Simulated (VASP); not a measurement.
A run of VASP 6.6.1 is set up as follows.

File INCAR:

```
SYSTEM = WC
PREC     = Accurate       ! precision mode
ENCUT    = 520            ! plane-wave cutoff, eV
EDIFF    = 1E-6           ! SCF threshold, eV
ISMEAR   = -1             ! smearing method
SIGMA    = 0.05           ! smearing width, eV
LREAL    = .False.        ! projectors in reciprocal space
LASPH    = .True.         ! aspherical terms in the spheres
NELM     = 80             ! most SCF steps
ALGO     = Normal         ! electronic algorithm
ISIF     = 2              ! what is computed and relaxed
LWAVE    = .False.        ! write WAVECAR
LCHARG   = .False.        ! write CHGCAR
GGA      = CA             ! functional
NBANDS   = 16             ! bands
```

Contents of KPOINTS:

```
regular mesh
0
Gamma
  10 10 6
  0 0 0
```

POSCAR

```
WC
1.0
    1.6403461100     -2.1180379000      0.0000000000
    1.6403461100      2.1180379000      0.0000000000
    0.0000000000      0.0000000000      4.3094211000
W C
1 1
Direct
    0.5000000000      0.5000000000      0.5000000000
    0.0000000000      0.0000000000      0.0000000000
```

Potentials or basis: VASP PAW LDA potentials, release 64 (W_sv, C).

The run is started by

```console
$ cat potpaw_LDA.64/W_sv/POTCAR potpaw_LDA.64/C/POTCAR > POTCAR
$ mpirun -np 1 vasp_std > vasp.out
```

(1) Estimate the pressure.

(2) What does it give for the band gap on the k mesh?

Results:

(1) -40.7 GPa.

(2) zero (band 9 reaches 8.77 eV, above the bottom of band 10 at 4.70 eV).

Caveat: spin-orbit coupling is left out, which moves the levels of the heavy elements.
